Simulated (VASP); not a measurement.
# Be (P1) in VASP: single point with PBEsol

Aim: the single point of Be with PBEsol.

Everything below comes from runs of VASP 6.6.1. Logs are shortened: lines on timing, memory, paths and dates and some standing lists are left out, and cuts for length are marked.

## 1. The cell of the first run

The typed cell holds 18 atoms: a = 5.623 Å, b = 5.623 Å, c = 5.623 Å, α = 66.42°, β = 66.42°, γ = 66.42°.

## 2. Single point, PBEsol

The input, INCAR:

```
ALGO = Normal
EDIFF = 1E-6
ENCUT = 520
GGA = PS
ISIF = 2
ISMEAR = -1
LASPH = True
LCHARG = False
LREAL = Auto
LWAVE = False
NBANDS = 33
NELM = 80
PREC = Accurate
SIGMA = 0.05
```

The input, KPOINTS:

```
k-points
0
Gamma
  3 3 3
```

The input, POSCAR:

```
Be
1.0
    0.0000000000     -2.5145683488     -5.0291366977
    5.0291366977      0.0000000000     -2.5145683488
    2.5145683488     -5.0291366977      0.0000000000
Be
18
Direct
    0.8380148695      0.8026505494      0.8546916880
    0.8699034881      0.2355853420      0.5772032849
    0.9573563153      0.6009883259      0.2876157874
    0.5997396468      0.2614728423      0.9392277344
    0.6545883360      0.6334231394      0.6838968785
    0.7332066006      0.0087680169      0.4344655992
    0.7598828380      0.4265321855      0.1429928654
    0.4258382294      0.0813882563      0.8021199083
    0.4966760997      0.4495896882      0.5483792082
    0.5522240032      0.8852724170      0.2424137726
    0.2095206520      0.5449106208      0.9202076376
    0.2719603944      0.9189903313      0.6182806686
    0.3608799191      0.2942896962      0.3479423772
    0.4061692472      0.6542953323      0.0987121044
    0.0411116728      0.3548608167      0.7708919288
    0.1152758485      0.7425536875      0.4718885452
    0.1606817418      0.1468377488      0.1710253329
   -0.0046362718     -0.0251957978      0.0435777024
```

Potentials or basis: VASP PAW PBE potentials, release 64 (Be).

Started as:

```
cat potpaw_PBE.64/Be/POTCAR > POTCAR
mpirun -np 1 vasp_std > vasp.out
```

OUTCAR:

```text
EDIFF = 1E-6
   ENCUT = 520
   GGA = PS
   ISIF = 2
   ISMEAR = -1
   LASPH = True
   LREAL = Auto
   NELM = 80
   PREC = Accurate

 ion  position               nearest neighbor table
   1  0.838  0.803  0.855-  11 2.09  16 2.16   7 2.17  10 2.23  18 2.26   8 2.28   5 2.28   2 2.34
                             6 2.38
   2  0.870  0.236  0.577-   9 1.99   4 2.01  15 2.12   3 2.15   6 2.23   5 2.27  12 2.28  17 2.33
                             1 2.34
   3  0.957  0.601  0.288-  18 2.04  11 2.05  16 2.11   2 2.15   5 2.22  10 2.24   7 2.26  13 2.29

   4  0.600  0.261  0.939-   2 2.01   5 2.07   8 2.14  11 2.15  10 2.16  13 2.19   9 2.23  18 2.30
                             7 2.31
   5  0.655  0.633  0.684-   4 2.07   9 2.08   6 2.12  12 2.18  14 2.21  15 2.22   3 2.22   2 2.27
                             1 2.28
   6  0.733  0.009  0.434-  16 2.11   5 2.12  18 2.14   8 2.16  13 2.17  10 2.17   2 2.23   7 2.29
                             1 2.38
   7  0.760  0.427  0.143-  14 1.94  15 2.14   1 2.17   9 2.19  17 2.20   3 2.26   6 2.29   4 2.31
                            13 2.34
   8  0.426  0.081  0.802-   9 2.08  17 2.09  15 2.12   4 2.14   6 2.16  12 2.18   1 2.28  14 2.33
[... 15 lines left out ...]
  16  0.115  0.743  0.472-  12 2.09   6 2.11   3 2.11   1 2.16  14 2.18   9 2.20  15 2.23  17 2.27

  17  0.161  0.147  0.171-  18 2.03   8 2.09  11 2.18  10 2.19   7 2.20  16 2.27  13 2.29  15 2.31
                             2 2.33
  18  0.995  0.975  0.044-  17 2.03   3 2.04  15 2.12   6 2.14   1 2.26   4 2.30  12 2.34  14 2.34

  LATTYP: Found a trigonal (rhomboedric) cell.
 ALAT       =     5.6227457621
 COS(alpha) =     0.4000000000

  Lattice vectors:

 A1 = (   0.0000000000,  -2.5145683488,  -5.0291366977)
 A2 = (   5.0291366977,   0.0000000000,  -2.5145683488)
 A3 = (   2.5145683488,  -5.0291366977,   0.0000000000)

Analysis of symmetry for initial positions (statically):
=====================================================================
 Subroutine PRICEL returns:
 Original cell was already a primitive cell.

 Routine SETGRP: Setting up the symmetry group for a
 trigonal (rhombohedral) supercell.

 Subroutine GETGRP returns: Found  1 space group operations
 (whereof  1 operations were pure point group operations)
 out of a pool of 12 trial point group operations.

The static configuration has the point symmetry C_1 .

Analysis of symmetry for dynamics (positions and initial velocities):
=====================================================================
 Subroutine PRICEL returns:
 Original cell was already a primitive cell.

 Routine SETGRP: Setting up the symmetry group for a
 trigonal (rhombohedral) supercell.

 Subroutine GETGRP returns: Found  1 space group operations
 (whereof  1 operations were pure point group operations)
 out of a pool of 12 trial point group operations.

The dynamic configuration has the point symmetry C_1 .

 Subroutine INISYM returns: Found  1 space group operations
 (whereof  1 operations are pure point group operations),
 and found     1 'primitive' translations

----------------------------------------------------------------------------------------

                                     Primitive cell

  volume of cell :     143.0978

  direct lattice vectors                    reciprocal lattice vectors
     0.000000000 -2.514568349 -5.029136698    -0.088373904 -0.044186952 -0.176747808
     5.029136698  0.000000000 -2.514568349     0.176747808  0.088373904 -0.044186952
     2.514568349 -5.029136698  0.000000000     0.044186952 -0.176747808  0.088373904

  length of vectors
     5.622745762  5.622745762  5.622745762     0.202490053  0.202490053  0.202490053

  position of ions in fractional coordinates (direct lattice)
     0.838014870  0.802650549  0.854691688
     0.869903488  0.235585342  0.577203285
     0.957356315  0.600988326  0.287615787
     0.599739647  0.261472842  0.939227734
     0.654588336  0.633423139  0.683896879
     0.733206601  0.008768017  0.434465599
[... 10 lines left out ...]
     0.160681742  0.146837749  0.171025333
     0.995363728  0.974804202  0.043577702

  ion indices of the primitive-cell ions
   primitive index   ion index
                 1           1
                 2           2
                 3           3
                 4           4
                 5           5
                 6           6
[... 10 lines left out ...]
                17          17
                18          18

----------------------------------------------------------------------------------------

 KPOINTS: k-points

Automatic generation of k-mesh.
 Grid dimensions read from file:
 generate k-points for:    3    3    3

 Generating k-lattice:

  Cartesian coordinates                     Fractional coordinates (reciprocal lattice)
    -0.029457968 -0.014728984 -0.058915936     0.333333333 -0.000000000 -0.000000000
     0.058915936  0.029457968 -0.014728984    -0.000000000  0.333333333 -0.000000000
     0.014728984 -0.058915936  0.029457968    -0.000000000 -0.000000000  0.333333333

  Length of vectors
     0.067496684  0.067496684  0.067496684

  Shift w.r.t. Gamma in fractional coordinates (k-lattice)
     0.000000000  0.000000000  0.000000000

 Subroutine IBZKPT returns following result:
 ===========================================

 Found     14 irreducible k-points:

 Following reciprocal coordinates:
            Coordinates               Weight
  0.000000  0.000000  0.000000      1.000000
  0.333333 -0.000000  0.000000      2.000000
  0.000000  0.333333 -0.000000      2.000000
 -0.000000  0.000000  0.333333      2.000000
  0.333333  0.333333 -0.000000      2.000000
 -0.333333  0.000000 -0.333333      2.000000
 -0.000000  0.333333  0.333333      2.000000
 -0.333333  0.333333 -0.000000      2.000000
  0.333333 -0.000000 -0.333333      2.000000
 -0.000000 -0.333333  0.333333      2.000000
  0.333333  0.333333  0.333333      2.000000
 -0.333333  0.333333  0.333333      2.000000
  0.333333 -0.333333  0.333333      2.000000
  0.333333  0.333333 -0.333333      2.000000
   k-points           NKPTS =     14   k-points in BZ     NKDIM =     14   number of bands    NBANDS=     33
   number of dos      NEDOS =    301   number of ions     NIONS =     18
   total plane-waves  NPLWV =  74088
   dimension x,y,z NGX =    42 NGY =   42 NGZ =   42
   dimension x,y,z NGXF=    84 NGYF=   84 NGZF=   84
   ions per type =              18
   NGX,Y,Z   is equivalent  to a cutoff of  12.42, 12.42, 12.42 a.u.
   NGXF,Y,Z  is equivalent  to a cutoff of  24.84, 24.84, 24.84 a.u.
 SYSTEM =  unknown system
   PREC   = accura    normal or accurate (medium, high low for compatibility)
   ISTART =      0    job   : 0-new  1-cont  2-samecut
   ICHARG =      2    charge: 1-file 2-atom 10-const
   ISPIN  =      1    spin polarized calculation?
   LNONCOLLINEAR =      F non collinear calculations
   LSORBIT =      F    spin-orbit coupling
   LASPH  =      T    aspherical Exc in radial PAW
   ENCUT  =  520.0 eV  38.22 Ry    6.18 a.u.  10.45 10.45 10.45*2*pi/ulx,y,z
   NELM   =     80;   NELMIN=  2; NELMDL= -5     # of ELM steps
   EDIFF  = 0.1E-05   stopping-criterion for ELM
   LREAL  =      T    real-space projection
   EDIFFG = 0.1E-04   stopping-criterion for IOM
   NSW    =      0    number of steps for IOM
   IBRION =     -1    ionic relax: 0-MD 1-quasi-New 2-CG
   NFREE  =      0    steps in history (QN), initial steepest desc. (CG)
   ISIF   =      2    stress and relaxation
   ISYM   =      2    0-nonsym 1-usesym 2-fastsym
   POTIM  = 0.5000    time-step for ionic-motion
   TEBEG  =    0.0;   TEEND  =   0.0 temperature during run
   PSTRESS=    0.0 pullay stress
   NELECT =      36.0000    total number of electrons
   NUPDOWN=      -1.0000    fix difference up-down
   EMIN   =  10.00;   EMAX   =-10.00  energy-range for DOS
   EFERMI =   0.00;   METHOD = LEGACY
   ISMEAR =    -1;   SIGMA  =   0.05  broadening in eV -4-tet -1-fermi 0-gaus
   EFERMI_NEDOS =   21; number of points for ismear=-14 and -15
   IALGO  =     38    algorithm
   IMIX   =      4    mixing-type and parameters
     AMIX     =   0.40;   BMIX     =  1.00
     AMIX_MAG =   1.60;   BMIX_MAG =  1.00
  volume/ion in A,a.u.               =       7.95        53.65
  Fermi-wavevector in a.u.,A,eV,Ry     =   1.033470  1.952976 14.531854  1.068061
  Thomas-Fermi vector in A             =   2.167719
   LORBIT       =      0    0 simple, 1 ext, 2 COOP (PROOUT), +10 PAW based schemes
   GGA     = PS    functional components
   LHFCALC =     F    Hartree Fock is set to
   AEXX    =    0.0000 exact exchange contribution
   IVDW    =     0    specifies the selected vdW correction
   LEPSILON=     F    determine dielectric tensor
   LRPA    =     F    only Hartree local field effects (RPA)
 non-spin polarized calculation
  energy-cutoff  :      520.00
  volume of cell :      143.10
 maximum number of plane-waves:      3863
 NGX is ok and might be reduce to    42
   NGX = 21   NGY = 21   NGZ = 21

 number of electron      36.0000000 magnetization

 Free energy of the ion-electron system (eV)
  ---------------------------------------------------
  ext. energy  EPLUGINS =         0.00000000
  ---------------------------------------------------
  free energy    TOTEN  =       -69.41653196 eV

  energy without entropy =      -69.39801194  energy(sigma->0) =      -69.40727195

 E-fermi :   7.5180     XC(G=0): -10.5866

 val. band max:        7.4824508479   @ k =  -0.3333   0.0000  -0.3333
 cond. band min:       7.5517620656   @ k =   0.3333   0.3333   0.3333
 fundamental gap:      0.0693112178
 Fermi energy:         7.5179651466

 k-point     1 :       0.0000    0.0000    0.0000
  band No.  band energies     occupation
      1      -4.3489      2.00000
      2      -0.0571      2.00000
      3       0.0382      2.00000
      4       0.1241      2.00000
      5       0.1914      2.00000
      6       0.2314      2.00000
[... 451 lines left out ...]
     29      11.1381      0.00000
     30      11.2218      0.00000
 [bands above 30 left out]

------------------------ aborting loop because EDIFF is reached ----------------------------------------

  FORCE on cell =-STRESS in cart. coord.  units (eV):
  Direction    XX          YY          ZZ          XY          YZ          ZX
  --------------------------------------------------------------------------------------
  -------------------------------------------------------------------------------------
  Total       -0.9384235     -0.4754588     -0.3655483      1.3001798     -0.9055335      0.6208977
  in kB      -10.5069493     -5.3234191     -4.0928184     14.5573108    -10.1386992      6.9518085
  external PRESSURE =      -6.6410623 kB  Pullay stress =       0.0000000 kB

 VOLUME and BASIS-vectors are now :
 -----------------------------------------------------------------------------
  energy-cutoff  :      520.00
  volume of cell :      143.10
      direct lattice vectors                 reciprocal lattice vectors
     0.000000000 -2.514568349 -5.029136698    -0.088373904 -0.044186952 -0.176747808
     5.029136698  0.000000000 -2.514568349     0.176747808  0.088373904 -0.044186952
     2.514568349 -5.029136698  0.000000000     0.044186952 -0.176747808  0.088373904

 POSITION                                       TOTAL-FORCE (eV/Angst)
 -----------------------------------------------------------------------------------
      6.18582     -6.40561     -6.23281         0.524337      0.289954      0.280255
      2.63621     -5.09027     -4.96726        -1.455849      0.012787     -0.578491
      3.74568     -3.85380     -6.32590        -0.141863     -0.356585      0.663374
      3.67673     -6.23159     -3.67366         0.385586     -0.920375      0.090880
      4.90528     -5.08542     -4.88480         0.253858     -0.396531     -0.548496
      1.13659     -4.02868     -3.70944         0.366088      0.209790      0.001173
[... 10 lines left out ...]
      1.16852     -1.26416     -1.17732         0.744425     -1.117397     -0.003942
      5.01200     -2.72207     -7.45703        -0.639566      0.828799     -0.115458
 -----------------------------------------------------------------------------------
    total drift:                               -0.000200      0.001647     -0.000049

  FREE ENERGIE OF THE ION-ELECTRON SYSTEM (eV)
  ---------------------------------------------------
  free  energy   TOTEN  =       -69.4165319647 eV

  energy  without entropy=      -69.3980119380  energy(sigma->0) =      -69.40727195
```

It took 54 s on 1 thread of Intel Xeon 6975P-C (Granite Rapids), shared host; peak memory 0.26 GiB.

Results:

* Free energy: -69.4165 eV
* Pressure: -0.7 GPa
* Largest force: 2.043 eV/Å
* Band gap on the k mesh: zero (bands 18 and 19 overlap by 1.45 eV)

Forces on the atoms (eV/Å):
```
Be   0.524  0.290  0.280
Be  -1.456  0.013 -0.578
Be  -0.142 -0.357  0.663
Be   0.386 -0.920  0.091
Be   0.254 -0.397 -0.548
Be   0.366  0.210  0.001
Be  -0.809 -1.042 -0.512
Be  -0.738 -0.527 -0.026
Be   0.703  1.259  0.114
Be  -0.760  0.104  0.213
Be  -0.549  0.561 -0.304
Be   0.652 -0.313  0.171
Be   0.067 -0.188  1.053
Be   1.574  1.290  0.182
Be  -0.080  0.360 -0.514
Be  -0.097 -0.056 -0.166
Be   0.744 -1.117 -0.004
Be  -0.640  0.829 -0.115
```

Stress tensor (GPa, compression positive):
```
-1.05  1.46  0.70
 1.46 -0.53 -1.01
 0.70 -1.01 -0.41
```

Caveat: the k points lie up to 0.42 Å⁻¹ apart, too coarse for converged energies and pressures of a metal; the atoms stand as in a frame of molecular dynamics; the PAW data sets were made with another functional, which shifts forces and pressure a little.

The gap in the log of VASP goes by the Fermi energy; the results here count the filled bands.